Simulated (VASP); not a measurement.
# BiB (Fm-3m) in VASP: settings compared, part 2 of 2

VASP 6.6.1.

## Step 4: Single point, PBEsol

Contents of INCAR:

```
PREC = Accurate
ENCUT = 500
EDIFF = 1E-6
ISMEAR = -1
SIGMA = 0.02
LREAL = False
LASPH = True
NELM = 120
ALGO = Normal
ISIF = 2
LWAVE = False
LCHARG = False
GGA = PS
NBANDS = 16
GGA_COMPAT = False
```

Contents of KPOINTS:

```
regular mesh
0
Gamma
  6 6 6
```

Contents of POSCAR:

```
BiB
1.0
    0.0000000000      2.6268329274      2.6268329274
    2.6268329274      0.0000000000      2.6268329274
    2.6268329274      2.6268329274      0.0000000000
B Bi
1 1
Direct
    0.0000000000      0.0000000000      0.0000000000
    0.5000000000      0.5000000000      0.5000000000
```

Potentials or basis: VASP PAW PBE potentials, release 64 (B, Bi_d).

Launch:

```
> cat potpaw_PBE.64/B/POTCAR potpaw_PBE.64/Bi_d/POTCAR > POTCAR
> mpirun -np 1 vasp_std > vasp.out
```

OUTCAR:

```text
PREC = Accurate
   ENCUT = 500
   EDIFF = 1E-6
   ISMEAR = -1
   LREAL = False
   LASPH = True
   NELM = 120
   ISIF = 2
   GGA = PS

 ion  position               nearest neighbor table
   1  0.000  0.000  0.000-   2 2.63   2 2.63   2 2.63   2 2.63   2 2.63   2 2.63
   2  0.500  0.500  0.500-   1 2.63   1 2.63   1 2.63   1 2.63   1 2.63   1 2.63

  LATTYP: Found a face centered cubic cell.
 ALAT       =     5.2536658548

  Lattice vectors:

[... 478 lines left out ...]

------------------------ aborting loop because EDIFF is reached ----------------------------------------

  FORCE on cell =-STRESS in cart. coord.  units (eV):
  Direction    XX          YY          ZZ          XY          YZ          ZX
  --------------------------------------------------------------------------------------
  -------------------------------------------------------------------------------------
  Total       -0.4765304     -0.4765304     -0.4765304      0.0000000      0.0000000     -0.0000000
  in kB      -21.0607506    -21.0607506    -21.0607506      0.0000000      0.0000000     -0.0000000
  external PRESSURE =     -21.0607506 kB  Pullay stress =       0.0000000 kB

 VOLUME and BASIS-vectors are now :
 -----------------------------------------------------------------------------
  energy-cutoff  :      500.00
  volume of cell :       36.25
      direct lattice vectors                 reciprocal lattice vectors
     0.000000000  2.626832927  2.626832927    -0.190343282  0.190343282  0.190343282
     2.626832927  0.000000000  2.626832927     0.190343282 -0.190343282  0.190343282
     2.626832927  2.626832927  0.000000000     0.190343282  0.190343282 -0.190343282

 POSITION                                       TOTAL-FORCE (eV/Angst)
 -----------------------------------------------------------------------------------
      0.00000      0.00000      0.00000        -0.000000     -0.000000      0.000000
      2.62683      2.62683      2.62683         0.000000      0.000000     -0.000000
 -----------------------------------------------------------------------------------
    total drift:                                0.000000      0.000000      0.000000

  FREE ENERGIE OF THE ION-ELECTRON SYSTEM (eV)
  ---------------------------------------------------
  free  energy   TOTEN  =        -9.0111542361 eV

  energy  without entropy=       -9.0090978143  energy(sigma->0) =       -9.01012603
```

OSZICAR:

```text
N       E                     dE             d eps       ncg     rms          rms(c)
DAV:   1     0.123525427924E+03    0.12353E+03   -0.96305E+03   512   0.132E+03
DAV:   2    -0.167081505607E+01   -0.12520E+03   -0.12110E+03   568   0.335E+02
DAV:   3    -0.914760716740E+01   -0.74768E+01   -0.74388E+01   664   0.792E+01
DAV:   4    -0.930795640039E+01   -0.16035E+00   -0.16031E+00   656   0.123E+01
DAV:   5    -0.931372950593E+01   -0.57731E-02   -0.57730E-02   752   0.208E+00    0.244E+00
DAV:   6    -0.902032234159E+01    0.29341E+00   -0.58425E-01   680   0.616E+00    0.874E-01
DAV:   7    -0.901269307367E+01    0.76293E-02   -0.79523E-02   640   0.154E+00    0.439E-01
DAV:   8    -0.901126737799E+01    0.14257E-02   -0.42194E-03   664   0.801E-01    0.483E-02
DAV:   9    -0.901115797430E+01    0.10940E-03   -0.32963E-04   776   0.214E-01    0.235E-02
DAV:  10    -0.901115455775E+01    0.34166E-05   -0.54338E-05   712   0.790E-02    0.860E-03
DAV:  11    -0.901115423614E+01    0.32161E-06   -0.52598E-06   656   0.236E-02
   1 F= -.90111542E+01 E0= -.90101260E+01  d E =-.205642E-02
```

stdout:

```text
POSCAR found type information on POSCAR B Bi
 POSCAR found :  2 types and       2 ions
 scaLAPACK will be used
 -----------------------------------------------------------------------------
|                                                                             |
|                                                                             |
|     You enforced a specific xc type in the INCAR file but a different       |
|     I HOPE YOU KNOW WHAT YOU ARE DOING!                                     |
|                                                                             |
 -----------------------------------------------------------------------------

 LDA part: xc-table for (Slater+PW92), standard interpolation
 POSCAR, INCAR and KPOINTS ok, starting setup
 FFT: planning ... GRIDC
 FFT: planning ... GRID_SOFT
 FFT: planning ... GRID
 WAVECAR not read
 entering main loop
```

Wall time 8.3 s (1 thread of Intel Xeon Platinum 8488C (Sapphire Rapids), shared host); peak memory 0.15 GiB.

What came out:

```
Free energy            : -9.0112 eV
Pressure               : -2.1 GPa
Band gap on the k mesh : zero (bands 9 and 10 overlap by 4.08 eV)
```

Levels at points of the mesh, in eV from the Fermi level:
| k point | band 6 | band 7 | band 8 | band 9 | band 10 | band 11 | band 12 | band 13 |
| --- | --- | --- | --- | --- | --- | --- | --- | --- |
| (0.00, 0.00, 0.00) | -14.25 | -0.10 | -0.10 | -0.10 | 0.14 | 6.57 | 6.57 | 6.57 |
| (0.50, 0.00, 0.00) | -11.43 | -8.38 | 1.04 | 1.04 | 1.83 | 1.83 | 2.80 | 2.83 |
| (0.50, 0.50, 0.00) | -10.48 | -6.24 | -4.02 | -2.94 | -2.94 | 3.92 | 8.46 | 8.46 |

Caveat: the PAW data sets were made with another functional, which shifts forces and pressure a little; spin-orbit coupling is left out, which moves the levels of the heavy elements.

## Step 5: Overview

```tsv
level	k mesh	cutoff (eV)	grid for exact exchange (PRECFOCK)	share of exact exchange	screening parameter	gap on the mesh (eV)	pressure (GPa)
PBE-based global hybrid with 50 % exact exchange	4 × 4 × 4	520	Normal	0.5	-	none	-0.3
HSE06	4 × 4 × 4	520	Normal	0.25	0.2079 1/Å	none	0.7
PBEsol	6 × 6 × 6	500	-	-	-	none	-2.1
```

Alike in all rows: task single point; potentials or basis VASP PAW PBE potentials, release 64 (B, Bi_d); no spin polarisation; cell as given; smearing fermi-dirac 0.02 eV.

Caveats: some runs use coarse meshes; the PAW data sets were made with another functional, which shifts forces and pressure a little; spin-orbit coupling is left out, which moves the levels of the heavy elements.

Total energies depend on the potentials used, so only differences within one code and one set of settings carry meaning.
